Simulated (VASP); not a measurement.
The system is PbS.

```
Pb S
1.0
     2.10051    1.21273    3.43019
    -2.10051    1.21273    3.43019
     0.00000   -2.42546    3.43019
Pb S
1 1
Direct
  0.97814 0.97814 0.97814
  0.47746 0.47746 0.47746
```

Program: VASP 6.6.1. Alike in all runs: task single point; no spin polarisation; cell as given; cutoff (eV) 520; smearing gaussian 0.01 eV.

Order these runs on this cell by their band gap on the k mesh, lowest first.
A. level r2SCAN; potentials or basis VASP PAW PBE potentials, release 64 (Pb_d, S); k mesh 8 × 8 × 8
B. level PBE; potentials or basis VASP PAW PBE potentials, release 64 (Pb_d, S); k mesh 4 × 4 × 4
C. level LDA; potentials or basis VASP PAW LDA potentials, release 64 (Pb_d, S); k mesh 8 × 8 × 8

C (0.22 eV), B (0.38 eV), A (0.64 eV).

Caveats: some runs use coarse meshes; spin-orbit coupling is left out, which moves the levels of the heavy elements.

A k mesh can miss the band edges.
